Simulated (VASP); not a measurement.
# Al31ZnO48 (a cell with a defect) in VASP: further runs, part 2 of 4

VASP 6.6.1. Earlier steps stand in the parts before.

### Step 3. Single point, PBE

INCAR reads:

```
SYSTEM = Al31ZnO48
  PREC = Accurate
  ENCUT = 520
  EDIFF = 1E-6
  ISMEAR = -1
  SIGMA = 0.01
  LREAL = Auto
  LASPH = .True.
  NELM = 120
  ALGO = Normal
  ISIF = 2
  LWAVE = .False.
  LCHARG = .True.
  GGA = PE
  LELF = .True.
  LVHAR = .True.
  NELECT = 392.0
  NBANDS = 242
  GGA_COMPAT = .False.
```

KPOINTS reads:

```
Automatic mesh
0
Gamma
  1 1 1
  0 0 0
```

POSCAR reads:

```
Al31ZnO48
1.0
    4.8078835219      2.7758328473      8.7484141895
   -4.8078835219      2.7758328473      8.7484141895
    0.0000000000     -5.5516656895      8.7484141911
Al Zn O
31 1 48
Direct
    0.3238338815      0.3242167351      0.3237571727
    0.0738936047      0.0742837547      0.0738453380
    0.1761381916      0.1765821606      0.1760804045
    0.3236715998      0.3222583596      0.8275136278
    0.4246656372      0.4284344028      0.9260720727
    0.0746446903      0.0743428374      0.5730365487
    0.1726814546      0.1763621771      0.6781519976
    0.3218476515      0.8279927751      0.3235982511
    0.4279911368      0.9265278279      0.4246242664
    0.0739047039      0.5735039797      0.0746366186
    0.1759741669      0.6786257204      0.1726163249
    0.3251732248      0.8240426462      0.8231835840
    0.4256840568      0.9273313571      0.9253432626
    0.0718505866      0.5751107848      0.5745720448
    0.1760635463      0.6776687577      0.6770781296
    0.8275339287      0.3240980597      0.3218026970
    0.9260756769      0.4251167511      0.4279589854
    0.5730794236      0.0751061042      0.0738531550
    0.6782183804      0.1730884003      0.1758983216
    0.8232483130      0.3255652642      0.8235866603
    0.9253962476      0.4260954472      0.9268558203
    0.5745972706      0.0722491295      0.5746505947
    0.6771237168      0.1764564156      0.6772245837
    0.8236407878      0.8236689087      0.3251113239
    0.9269082080      0.9258047537      0.4256534641
    0.5747006746      0.5750558247      0.0717845367
    0.6772260784      0.6775805658      0.1759939059
    0.8247799829      0.8251989804      0.8247406902
    0.9265317569      0.9269475876      0.9264703248
    0.5740758328      0.5745254550      0.5740693207
    0.6761136150      0.6765145520      0.6760854297
    0.4285251514      0.4289448574      0.4284567559
    0.2223217923      0.0284538240      0.3744403045
    0.4723210689      0.1254780773      0.2768336794
    0.0279913924      0.3749172600      0.2223039676
    0.3744848002      0.2227950846      0.0279533387
    0.1250457814      0.2773275366      0.4722596713
    0.2768855973      0.4727551264      0.1250135264
    0.2214775268      0.0286103706      0.8750480527
    0.4716721502      0.1260119204      0.7771612862
    0.0277335296      0.3755550610      0.7217391394
    0.3753733097      0.2129118217      0.5288589546
    0.1238541597      0.2786408721      0.9730498165
    0.2663307870      0.4737136762      0.6373049827
    0.2125372133      0.5293347461      0.3753296883
    0.4733246698      0.6377770816      0.2662662152
    0.0281897382      0.8755122218      0.2214363858
    0.3751384637      0.7222187377      0.0276801613
    0.1256026886      0.7776260816      0.4716221709
    0.2782102367      0.9735369641      0.1238038589
    0.2213865242      0.5297215883      0.8759780124
    0.4719076761      0.6256313980      0.7777766403
    0.0284658003      0.8759246482      0.7218641665
    0.3756132387      0.7216760146      0.5271690294
    0.1253140847      0.7792253954      0.9714592346
    0.2791470595      0.9706989148      0.6244979591
    0.7217960557      0.0281423189      0.3750928382
    0.9730787098      0.1242771163      0.2781793709
    0.5289435419      0.3757930250      0.2124571345
    0.8751128094      0.2218758510      0.0281428805
    0.6373266602      0.2667394757      0.4732496238
    0.7772258487      0.4720926451      0.1255491108
    0.7219334875      0.0288759975      0.8754555861
    0.9715164139      0.1257331417      0.7787327897
    0.5272196383      0.3760395623      0.7211812557
    0.8760065592      0.2218245039      0.5292341778
    0.6245575234      0.2795554841      0.9702368307
    0.7778209930      0.4723390411      0.6251655634
    0.7212227741      0.5276615635      0.3755713994
    0.9702869085      0.6249712356      0.2791071114
    0.5292679278      0.8764734196      0.2213331316
    0.8755025799      0.7223539479      0.0284175985
    0.6252168214      0.7782599027      0.4718463977
    0.7788043086      0.9719273220      0.1252601422
    0.7224928530      0.5288067115      0.8741574546
    0.9702370696      0.6258056257      0.7794167130
    0.5283938565      0.8746066621      0.7224356675
    0.8741904445      0.7228977897      0.5283713621
    0.6254030167      0.7798930481      0.9701406182
    0.7794594815      0.9706663821      0.6253270439
```

Potentials or basis: VASP PAW PBE potentials, release 64 (Al, Zn, O).

Run with:

```bash
> cat potpaw_PBE.64/Al/POTCAR potpaw_PBE.64/Zn/POTCAR potpaw_PBE.64/O/POTCAR > POTCAR
> mpirun -np 1 vasp_gam > vasp.out
```

OUTCAR:

```text
SYSTEM = Al31ZnO48
   PREC = Accurate
   ENCUT = 520
   EDIFF = 1E-6
   ISMEAR = -1
   LREAL = Auto
   LASPH = .True.
   NELM = 120
   ISIF = 2
   GGA = PE
   NELECT = 392.0

 ion  position               nearest neighbor table
   1  0.324  0.324  0.324-  34 1.88  38 1.88  37 1.88  42 1.98  59 1.98  45 1.98  32 2.75  19 2.84
                             7 2.84  11 2.84   5 3.25   9 3.25  17 3.25
   2  0.074  0.074  0.074-  47 1.87  60 1.87  39 1.87  50 1.99  58 1.99  43 1.99   3 2.68  13 2.82
                            25 2.82  21 2.82  11 3.24  19 3.24   7 3.24
   3  0.176  0.177  0.176-  35 1.87  33 1.87  36 1.87  43 1.99  50 1.99  58 1.99   2 2.68   4 2.79
                             8 2.79  16 2.79  10 3.24  18 3.24   6 3.24
[... 650 lines left out ...]
  external PRESSURE =     -11.8096829 kB  Pullay stress =       0.0000000 kB

 VOLUME and BASIS-vectors are now :
 -----------------------------------------------------------------------------
  energy-cutoff  :      520.00
  volume of cell :      700.53
      direct lattice vectors                 reciprocal lattice vectors
     4.807883522  2.775832847  8.748414190     0.103995864  0.060042040  0.038102144
    -4.807883522  2.775832847  8.748414190    -0.103995864  0.060042040  0.038102144
     0.000000000 -5.551665690  8.748414191     0.000000000 -0.120084080  0.038102144

 POSITION                                       TOTAL-FORCE (eV/Angst)
 -----------------------------------------------------------------------------------
     -0.00184      0.00149      8.50178        -0.001283     -0.001387     -0.002738
     -0.00188      0.00135      1.94235        -0.001674     -0.000289     -0.004233
     -0.00213      0.00155      4.62617        -0.003046     -0.001316      0.012654
      0.00679     -2.80109     12.89029        -0.002825      0.005038     -0.013615
     -0.01812     -2.77318     15.56493         0.006947      0.003231      0.005650
      0.00145     -2.76774      6.31657         0.004582      0.003159     -0.008789
[... 72 lines left out ...]
     -0.74277     -1.48503     20.78130        -0.004202      0.004447      0.000990
     -0.91930      1.38645     20.78145         0.007205     -0.002667      0.000439
 -----------------------------------------------------------------------------------
    total drift:                               -0.000782      0.002363      0.032707

  FREE ENERGIE OF THE ION-ELECTRON SYSTEM (eV)
  ---------------------------------------------------
  free  energy   TOTEN  =      -595.1250288749 eV

  energy  without entropy=     -595.0973007031  energy(sigma->0) =     -595.11116479
```

Wall time 15 min (1 thread of Intel Xeon Platinum 8488C (Sapphire Rapids), shared host); peak memory 0.96 GiB.

What came out:

| Property | Result |
| --- | --- |
| Free energy | -595.1250 eV |
| Largest force | 0.073 eV/Å |

Forces in eV/Å, atoms in the order of the input:
```
Al  -0.001 -0.001 -0.003
Al  -0.002  0.000 -0.004
Al  -0.003 -0.001  0.013
Al  -0.003  0.005 -0.014
Al   0.007  0.003  0.006
Al   0.005  0.003 -0.009
Al   0.000  0.000  0.012
Al   0.004 -0.003 -0.013
Al  -0.001 -0.005  0.010
Al  -0.002 -0.002 -0.010
Al  -0.002 -0.001  0.009
Al  -0.001  0.002 -0.009
Al   0.001  0.001  0.010
Al   0.008  0.000 -0.005
Al   0.004  0.002  0.003
Al   0.000 -0.001 -0.012
Al  -0.001  0.003  0.007
Al   0.000  0.002 -0.009
Al  -0.001  0.000  0.012
Al  -0.003  0.001 -0.009
Al  -0.004  0.001  0.011
Al  -0.006  0.007 -0.008
Al  -0.005  0.004  0.006
Al   0.001 -0.003 -0.010
Al   0.000  0.000  0.008
Al   0.001 -0.011 -0.007
Al   0.003 -0.007  0.005
Al   0.002  0.001 -0.013
Al   0.000 -0.001  0.012
Al   0.003  0.002 -0.012
Al  -0.002  0.005  0.012
Zn  -0.001  0.000 -0.004
O   -0.001  0.000  0.001
O    0.000 -0.003  0.000
O    0.001  0.003  0.002
O    0.004 -0.004  0.000
O   -0.002  0.001 -0.002
O    0.004  0.001 -0.002
O   -0.003 -0.003 -0.001
O   -0.002 -0.004  0.000
O    0.002 -0.001 -0.002
O    0.016 -0.024 -0.028
O   -0.001  0.001  0.000
O   -0.036 -0.053  0.031
O   -0.027 -0.002 -0.029
O   -0.032  0.059  0.029
O   -0.001  0.004  0.000
O    0.001 -0.001 -0.001
O   -0.001  0.003  0.000
O    0.003  0.002 -0.001
O   -0.003 -0.004  0.005
O    0.000 -0.003  0.003
O   -0.001  0.002  0.004
O    0.000 -0.002  0.001
O   -0.001  0.003  0.000
O    0.005  0.002 -0.002
O    0.000  0.000 -0.002
O    0.001  0.000  0.000
O    0.012  0.025 -0.030
O    0.003  0.001 -0.001
O    0.064 -0.003  0.032
O    0.002  0.002 -0.003
O   -0.004 -0.001  0.002
O   -0.002 -0.004  0.000
O    0.002  0.000  0.003
O    0.004 -0.004  0.004
O   -0.006  0.005 -0.002
O    0.002 -0.002  0.002
O   -0.001 -0.001  0.001
O   -0.003 -0.005 -0.002
O   -0.001  0.005  0.004
O    0.002 -0.001  0.003
O   -0.001 -0.001  0.001
O    0.002  0.001 -0.001
O   -0.004  0.003 -0.004
O   -0.005 -0.005  0.000
O    0.003  0.001 -0.002
O    0.001 -0.003 -0.002
O   -0.004  0.004  0.001
O    0.007 -0.003  0.000
```

Levels at points of the mesh, in eV from the Fermi level:
| k point | band 192 | band 193 | band 194 | band 195 | band 196 | band 197 | band 198 | band 199 | band 200 | band 201 |
| --- | --- | --- | --- | --- | --- | --- | --- | --- | --- | --- |
| (0.00, 0.00, 0.00) | -0.34 | -0.17 | -0.17 | -0.11 | 0.00 | 0.00 | 5.74 | 7.95 | 8.27 | 8.51 |

Caveat: the k points lie up to 0.79 Å⁻¹ apart; the cell carries a net charge on a neutralising background, which shifts energy and pressure; the cell is charged against a uniform background, so pressure and absolute levels hang on convention.

[end of part 2 of 4]
